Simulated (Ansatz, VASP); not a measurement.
# Two plane-wave programs on Ge

```
Ge
1.0
     4.00312    0.00000    0.00000
    -2.00156    3.46680    0.00000
     0.00000    0.00000   13.15671
Ge
8
Direct
  0.33333 0.66667 0.15594
  0.66667 0.33333 0.84406
  0.66667 0.33333 0.65594
  0.33333 0.66667 0.34406
  0.00000 0.00000 0.09315
  0.00000 0.00000 0.90685
  0.00000 0.00000 0.59315
  0.00000 0.00000 0.40685
```

Alike in both runs: functional r2SCAN; k mesh 8 × 8 × 2; occupations fermi-dirac, width 0.05 eV; no spin polarisation.

```csv
,VASP,Ansatz
version,VASP 6.6.1,Ansatz 0.2.0
potentials or method,"VASP PAW PBE potentials, release 64 (Ge_d)",Ansatz PAW
plane-wave cutoff (eV),520,500
valence electrons in the cell,112,112
task,single point,band structure
```

|  | VASP | Ansatz | Ansatz less VASP |
| --- | --- | --- | --- |
| gap on the k mesh at the Fermi level (eV) | 0.26 | 0.28 | +0.021 |
| least direct gap on the mesh (eV) | 0.26 | 0.28 | +0.021 |
| pressure (GPa) | 0.0 | 0.0 | -0.06 |
| traceless stress, the component that is largest in VASP (GPa) | -0.10 | -0.08 | +0.020 |
| rms of the force components (eV/Å) | 0.008 | 0.004 | -0.0040 |

VASP's potentials were made for PBE, not for r2SCAN. Atom by atom the forces differ by 0.004 eV/Å (rms over components). The functional is the same, so the differences come from potentials, cutoffs and numerics.
